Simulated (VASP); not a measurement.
# Au2S3 in VASP: notebook

Runs on Au2S3. Level: PBE. Tasks: single point.

Everything below comes from runs of VASP 6.6.1. Logs are shortened: lines on timing, memory, paths and dates and some standing lists are left out, and cuts for length are marked.

### Step 1. The cell of the first run

It takes space group P6mm (No. 183, hexagonal). The conventional cell has a = 4.598 Å, b = 4.598 Å, c = 7.231 Å, α = 90.00°, β = 90.00°, γ = 120.00°. S (site symmetry 2mm) has 4 S at 2.30 Å within 3.0 Å. Within 3.5 Å of Au (site symmetry 3m) lie 3 Au at 2.65 Å.

The cell was built from a structure type or drawn by symmetry, and may not be a known phase.

### Step 2. Single point, PBE

INCAR reads:

```
SYSTEM = Au2S3
PREC = Accurate
ENCUT = 500
EDIFF = 1E-6
ISMEAR = 0
SIGMA = 0.15
LREAL = .False.
LASPH = .True.
NELM = 120
ALGO = Normal
ISIF = 2
LWAVE = .False.
LCHARG = .False.
GGA = PE
NBANDS = 28
GGA_COMPAT = .False.
```

KPOINTS reads:

```
regular mesh
0
Gamma
  3 3 2
  0 0 0
```

POSCAR reads:

```
Au2S3
1.0
    4.5976242899      0.0000000000      0.0000000000
   -2.2988121449      3.9816594321      0.0000000000
    0.0000000000      0.0000000000      7.2308209330
S Au
3 2
Direct
    0.5000000000      0.0000000000      0.5180810623
    0.0000000000      0.5000000000      0.5180810623
    0.5000000000      0.5000000000      0.5180810623
    0.3333333333      0.6666666667      0.0198148465
    0.6666666667      0.3333333333      0.0198148465
```

Potentials or basis: VASP PAW PBE potentials, release 64 (S, Au).

On the command line:

```console
cat potpaw_PBE.64/S/POTCAR potpaw_PBE.64/Au/POTCAR > POTCAR
mpirun -np 1 vasp_std > vasp.out
```

OUTCAR:

```text
SYSTEM = Au2S3
   PREC = Accurate
   ENCUT = 500
   EDIFF = 1E-6
   ISMEAR = 0
   LREAL = .False.
   LASPH = .True.
   NELM = 120
   ISIF = 2
   GGA = PE

 ion  position               nearest neighbor table
   1  0.500  0.000  0.518-   3 2.30   3 2.30   2 2.30   2 2.30
   2  0.000  0.500  0.518-   3 2.30   3 2.30   1 2.30   1 2.30
   3  0.500  0.500  0.518-   1 2.30   1 2.30   2 2.30   2 2.30
   4  0.333  0.667  0.020-   5 2.65   5 2.65   5 2.65
   5  0.667  0.333  0.020-   4 2.65   4 2.65   4 2.65

  LATTYP: Found a hexagonal cell.
 ALAT       =     4.5976242899
 C/A-ratio  =     1.5727298442

  Lattice vectors:

 A1 = (   4.5976242899,   0.0000000000,   0.0000000000)
 A2 = (  -2.2988121449,   3.9816594321,   0.0000000000)
 A3 = (   0.0000000000,   0.0000000000,   7.2308209330)

Analysis of symmetry for initial positions (statically):
=====================================================================
 Subroutine PRICEL returns:
 Original cell was already a primitive cell.

 Routine SETGRP: Setting up the symmetry group for a
 hexagonal supercell.

 Subroutine GETGRP returns: Found 12 space group operations
 (whereof 12 operations were pure point group operations)
 out of a pool of 24 trial point group operations.

The static configuration has the point symmetry C_6v.

Analysis of symmetry for dynamics (positions and initial velocities):
=====================================================================
 Subroutine PRICEL returns:
 Original cell was already a primitive cell.

 Routine SETGRP: Setting up the symmetry group for a
 hexagonal supercell.

 Subroutine GETGRP returns: Found 12 space group operations
 (whereof 12 operations were pure point group operations)
 out of a pool of 24 trial point group operations.

The dynamic configuration has the point symmetry C_6v.

 Subroutine INISYM returns: Found 12 space group operations
 (whereof 12 operations are pure point group operations),
 and found     1 'primitive' translations

----------------------------------------------------------------------------------------

                                     Primitive cell

  volume of cell :     132.3687

  direct lattice vectors                    reciprocal lattice vectors
     4.597624290  0.000000000  0.000000000     0.217503636  0.125575783  0.000000000
    -2.298812145  3.981659432  0.000000000     0.000000000  0.251151566  0.000000000
     0.000000000  0.000000000  7.230820933     0.000000000  0.000000000  0.138296883

  length of vectors
     4.597624290  4.597624290  7.230820933     0.251151566  0.251151566  0.138296883

  position of ions in fractional coordinates (direct lattice)
     0.500000000  0.000000000  0.518081062
     0.000000000  0.500000000  0.518081062
     0.500000000  0.500000000  0.518081062
     0.333333333  0.666666667  0.019814846
     0.666666667  0.333333333  0.019814846

  ion indices of the primitive-cell ions
   primitive index   ion index
                 1           1
                 2           2
                 3           3
                 4           4
                 5           5

----------------------------------------------------------------------------------------

 KPOINTS: regular mesh

Automatic generation of k-mesh.
 Grid dimensions read from file:
 generate k-points for:    3    3    2

 Generating k-lattice:

  Cartesian coordinates                     Fractional coordinates (reciprocal lattice)
     0.072501212  0.041858594  0.000000000     0.333333333  0.000000000  0.000000000
     0.000000000  0.083717189  0.000000000     0.000000000  0.333333333  0.000000000
     0.000000000  0.000000000  0.069148442     0.000000000  0.000000000  0.500000000

  Length of vectors
     0.083717189  0.083717189  0.069148442

  Shift w.r.t. Gamma in fractional coordinates (k-lattice)
     0.000000000  0.000000000  0.000000000

 Subroutine IBZKPT returns following result:
 ===========================================

 Found      6 irreducible k-points:

 Following reciprocal coordinates:
            Coordinates               Weight
  0.000000  0.000000  0.000000      1.000000
  0.333333  0.000000  0.000000      6.000000
  0.333333  0.333333  0.000000      2.000000
  0.000000  0.000000  0.500000      1.000000
  0.333333  0.000000  0.500000      6.000000
  0.333333  0.333333  0.500000      2.000000
   k-points           NKPTS =      6   k-points in BZ     NKDIM =      6   number of bands    NBANDS=     28
   number of dos      NEDOS =    301   number of ions     NIONS =      5
   total plane-waves  NPLWV =  69984
   dimension x,y,z NGX =    36 NGY =   36 NGZ =   54
   dimension x,y,z NGXF=    72 NGYF=   72 NGZF=  108
   ions per type =               3   2
   NGX,Y,Z   is equivalent  to a cutoff of  13.02, 13.02, 12.42 a.u.
   NGXF,Y,Z  is equivalent  to a cutoff of  26.03, 26.03, 24.83 a.u.
 SYSTEM =  Au2S3
   PREC   = accura    normal or accurate (medium, high low for compatibility)
   ISTART =      0    job   : 0-new  1-cont  2-samecut
   ICHARG =      2    charge: 1-file 2-atom 10-const
   ISPIN  =      1    spin polarized calculation?
   LNONCOLLINEAR =      F non collinear calculations
   LSORBIT =      F    spin-orbit coupling
   LASPH  =      T    aspherical Exc in radial PAW
   ENCUT  =  500.0 eV  36.75 Ry    6.06 a.u.   8.38  8.38 13.18*2*pi/ulx,y,z
   NELM   =    120;   NELMIN=  2; NELMDL= -5     # of ELM steps
   EDIFF  = 0.1E-05   stopping-criterion for ELM
   LREAL  =      F    real-space projection
   EDIFFG = 0.1E-04   stopping-criterion for IOM
   NSW    =      0    number of steps for IOM
   IBRION =     -1    ionic relax: 0-MD 1-quasi-New 2-CG
   NFREE  =      0    steps in history (QN), initial steepest desc. (CG)
   ISIF   =      2    stress and relaxation
   ISYM   =      2    0-nonsym 1-usesym 2-fastsym
   POTIM  = 0.5000    time-step for ionic-motion
   TEBEG  =    0.0;   TEEND  =   0.0 temperature during run
   PSTRESS=    0.0 pullay stress
   NELECT =      40.0000    total number of electrons
   NUPDOWN=      -1.0000    fix difference up-down
   EMIN   =  10.00;   EMAX   =-10.00  energy-range for DOS
   EFERMI =   0.00;   METHOD = LEGACY
   ISMEAR =     0;   SIGMA  =   0.15  broadening in eV -4-tet -1-fermi 0-gaus
   EFERMI_NEDOS =   21; number of points for ismear=-14 and -15
   IALGO  =     38    algorithm
   IMIX   =      4    mixing-type and parameters
     AMIX     =   0.40;   BMIX     =  1.00
     AMIX_MAG =   1.60;   BMIX_MAG =  1.00
  volume/ion in A,a.u.               =      26.47       178.65
  Fermi-wavevector in a.u.,A,eV,Ry     =   1.098584  2.076022 16.420679  1.206886
  Thomas-Fermi vector in A             =   2.234964
   LORBIT       =      0    0 simple, 1 ext, 2 COOP (PROOUT), +10 PAW based schemes
   GGA     = PE    functional components
   LHFCALC =     F    Hartree Fock is set to
   AEXX    =    0.0000 exact exchange contribution
   IVDW    =     0    specifies the selected vdW correction
   LEPSILON=     F    determine dielectric tensor
   LRPA    =     F    only Hartree local field effects (RPA)
 non-spin polarized calculation
 Gauss-broadening in eV      SIGMA  =   0.15
  energy-cutoff  :      500.00
  volume of cell :      132.37
 maximum number of plane-waves:      3417
 NGX is ok and might be reduce to    36
   NGX = 17   NGY = 17   NGZ = 27

 number of electron      40.0000002 magnetization

 Free energy of the ion-electron system (eV)
  ---------------------------------------------------
  ext. energy  EPLUGINS =         0.00000000
  ---------------------------------------------------
  free energy    TOTEN  =       -14.80567684 eV

  energy without entropy =      -14.79182997  energy(sigma->0) =      -14.79875341

 E-fermi :   2.8833     XC(G=0):  -8.7719

 val. band max:        2.7293468762   @ k =   0.3333   0.3333   0.0000
 cond. band min:       3.0347243684   @ k =   0.3333   0.3333   0.5000
 fundamental gap:      0.3053774922
 Fermi energy:         2.8832942468

 k-point     1 :       0.0000    0.0000    0.0000
  band No.  band energies     occupation
      1     -14.8480      2.00000
      2      -8.0584      2.00000
      3      -8.0584      2.00000
      4      -7.2667      2.00000
      5      -3.3439      2.00000
      6      -3.3439      2.00000
[... 20 lines left out ...]
     27      10.0337      0.00000
     28      10.1163      0.00000

 k-point     2 :       0.3333    0.0000    0.0000
  band No.  band energies     occupation
      1     -14.1072      2.00000
      2     -11.2684      2.00000
      3      -8.5217      2.00000
      4      -4.9273      2.00000
      5      -1.9158      2.00000
      6      -1.6110      2.00000
[... 20 lines left out ...]
     27       8.5123      0.00000
     28       9.0441      0.00000

 k-point     3 :       0.3333    0.3333    0.0000
  band No.  band energies     occupation
      1     -12.8988      2.00000
      2     -12.8988      2.00000
      3      -9.1246      2.00000
      4      -2.3800      2.00000
      5      -2.3800      2.00000
      6      -1.4888      2.00000
[... 20 lines left out ...]
     27       9.8733      0.00000
     28       9.8733      0.00000

 k-point     4 :       0.0000    0.0000    0.5000
  band No.  band energies     occupation
      1     -14.8472      2.00000
      2      -8.0590      2.00000
      3      -8.0590      2.00000
      4      -7.2651      2.00000
      5      -3.3441      2.00000
      6      -3.3441      2.00000
[... 20 lines left out ...]
     27      10.4315      0.00000
     28      10.4315      0.00000

 k-point     5 :       0.3333    0.0000    0.5000
  band No.  band energies     occupation
      1     -14.1064      2.00000
      2     -11.2678      2.00000
      3      -8.5223      2.00000
      4      -4.9272      2.00000
      5      -2.1803      2.00000
      6      -1.6076      2.00000
[... 20 lines left out ...]
     27       8.6631      0.00000
     28       8.8023      0.00000

 k-point     6 :       0.3333    0.3333    0.5000
  band No.  band energies     occupation
      1     -12.8981      2.00000
      2     -12.8981      2.00000
      3      -9.1252      2.00000
      4      -2.3811      2.00000
      5      -2.3811      2.00000
      6      -1.4847      2.00000
[... 20 lines left out ...]
     27       8.2156      0.00000
     28      10.5753      0.00000

------------------------ aborting loop because EDIFF is reached ----------------------------------------

  FORCE on cell =-STRESS in cart. coord.  units (eV):
  Direction    XX          YY          ZZ          XY          YZ          ZX
  --------------------------------------------------------------------------------------
  -------------------------------------------------------------------------------------
  Total        0.0748482      0.0748482     -0.0702265      0.0000000      0.0000000      0.0000000
  in kB        0.9059548      0.9059548     -0.8500147      0.0000000      0.0000000      0.0000000
  external PRESSURE =       0.3206316 kB  Pullay stress =       0.0000000 kB

 VOLUME and BASIS-vectors are now :
 -----------------------------------------------------------------------------
  energy-cutoff  :      500.00
  volume of cell :      132.37
      direct lattice vectors                 reciprocal lattice vectors
     4.597624290  0.000000000  0.000000000     0.217503636  0.125575783  0.000000000
    -2.298812145  3.981659432  0.000000000     0.000000000  0.251151566  0.000000000
     0.000000000  0.000000000  7.230820933     0.000000000  0.000000000  0.138296883

 POSITION                                       TOTAL-FORCE (eV/Angst)
 -----------------------------------------------------------------------------------
      2.29881      0.00000      3.74615         0.000000     -0.000000      0.002622
     -1.14941      1.99083      3.74615         0.000000      0.000000      0.002622
      1.14941      1.99083      3.74615         0.000000     -0.000000      0.002622
     -0.00000      2.65444      0.14328        -0.000000      0.000000     -0.003933
      2.29881      1.32722      0.14328        -0.000000      0.000000     -0.003933
 -----------------------------------------------------------------------------------
    total drift:                                0.000000      0.000000     -0.000039

  FREE ENERGIE OF THE ION-ELECTRON SYSTEM (eV)
  ---------------------------------------------------
  free  energy   TOTEN  =       -14.8056768446 eV

  energy  without entropy=      -14.7918299703  energy(sigma->0) =      -14.79875341
```

Wall time 19 s (1 thread of Intel Xeon Platinum 8488C (Sapphire Rapids), shared host); peak memory 0.24 GiB.

Results:

| Item | Value |
| --- | --- |
| Free energy | -14.8057 eV |
| Pressure | 0.0 GPa |
| Largest force | 0.004 eV/Å |
| Band gap on the k mesh | zero (bands 20 and 21 overlap by 0.31 eV) |

Forces in eV/Å, atoms in the order of the input:
```
S    0.000  0.000  0.003
S    0.000  0.000  0.003
S    0.000  0.000  0.003
Au   0.000  0.000 -0.004
Au   0.000  0.000 -0.004
```

Levels at points of the mesh, in eV from the Fermi level:
```
           k point  band 16  band 17  band 18  band 19  band 20  band 21  band 22  band 23  band 24  band 25
(0.00, 0.00, 0.00)    -1.42    -1.42    -1.38    -0.30    -0.30     2.86     3.76     4.19     4.99     5.92
(0.00, 0.00, 0.50)    -1.42    -1.41    -1.41    -0.38    -0.38     1.81     3.23     4.19     5.06     5.92
```

Caveat: the k points lie up to 0.53 Å⁻¹ apart; spin-orbit coupling is left out, which moves the levels of the heavy elements.

### Step 3. Single point, PBE

This run uses another cell than the first one, of 28.58 Å³/atom.

INCAR reads:

```
  PREC = Accurate
  ENCUT = 500
  EDIFF = 1E-6
  ISMEAR = 0
  SIGMA = 0.15
  LREAL = False
  LASPH = True
  NELM = 120
  ALGO = Normal
  ISIF = 2
  LWAVE = False
  LCHARG = True
  GGA = PE
  LELF = True
  LVHAR = True
  NBANDS = 28
  GGA_COMPAT = False
```

KPOINTS reads:

```
regular mesh
0
Gamma
  3 3 2
```

POSCAR reads:

```
Au2S3
1.0
    4.4022689832      0.0000000031      0.0000000000
   -2.2011344943      3.8124767722      0.0000000000
    0.0000000000      0.0000000000      8.5130222704
S Au
3 2
Direct
    0.3333333333      0.6666666667      0.5000000000
    0.6666666667      0.3333333333      0.5000000000
    0.0000000000      0.0000000000      0.5000000000
    0.3333333333      0.6666666667      0.0000000000
    0.6666666667      0.3333333333      0.0000000000
```

Potentials or basis: VASP PAW PBE potentials, release 64 (S, Au).

On the command line:

```console
cat potpaw_PBE.64/S/POTCAR potpaw_PBE.64/Au/POTCAR > POTCAR
mpirun -np 1 vasp_std > vasp.out
```

It took 28 s on 1 thread of Intel Xeon Platinum 8488C (Sapphire Rapids), shared host; peak memory 0.23 GiB.

The run converged. Its results:

```
Free energy            : -13.9823 eV
Pressure               : -0.2 GPa
Band gap on the k mesh : zero (bands 20 and 21 overlap by 0.36 eV)
```

Stress tensor (GPa, compression positive):
```
-0.11  0.00  0.00
 0.00 -0.11  0.00
 0.00  0.00 -0.31
```

Levels at points of the mesh, in eV from the Fermi level:
```csv
k point,band 16,band 17,band 18,band 19,band 20,band 21,band 22,band 23
"(0.00, 0.00, 0.00)",-2.50,-1.45,-1.45,-1.34,0.29,0.31,2.87,5.32
"(0.00, 0.00, 0.50)",-2.34,-1.44,-1.44,-1.36,0.31,0.31,2.12,5.32
```

Caveat: the k points lie up to 0.55 Å⁻¹ apart; spin-orbit coupling is left out, which moves the levels of the heavy elements.
